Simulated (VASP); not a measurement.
Runs of VASP 6.6.1 on AlNi (WC type). The structure is that of space group P-6m2 (No. 187), or close to it. The cells are those of the table. 

```tsv
task	cell	cutoff (eV)	gap on the mesh (eV)	pressure (GPa)
single point	a = 2.216, b = 2.216, c = 3.256 Å, angles 90.0, 90.0, 120.0°, 2 atoms	520	none	(a)
single point	a = 2.337, b = 2.337, c = 3.408 Å, angles 90.0, 90.0, 120.0°, 2 atoms	520	none	168.3
single point	a = 2.533, b = 2.533, c = 3.624 Å, angles 90.0, 90.0, 120.0°, 2 atoms	520	none	51.6
single point	a = 2.437, b = 2.437, c = 3.524 Å, angles 90.0, 90.0, 120.0°, 2 atoms	520	none	95.9
relaxation of cell and atoms	relaxed from a = 3.202, b = 3.202, c = 3.138 Å, angles 90.0, 90.0, 120.0°, 2 atoms	600	none	0.0
```

Alike in all rows: level PBE; potentials or basis VASP PAW PBE potentials, release 64 (Ni, Al); no spin polarisation; k mesh 15 × 15 × 13; smearing fermi-dirac 0.08 eV.

Q: Fill in the values left out.

A: (a) 312.8.

A gap of «none» marks levels without a gap at the run's occupations.
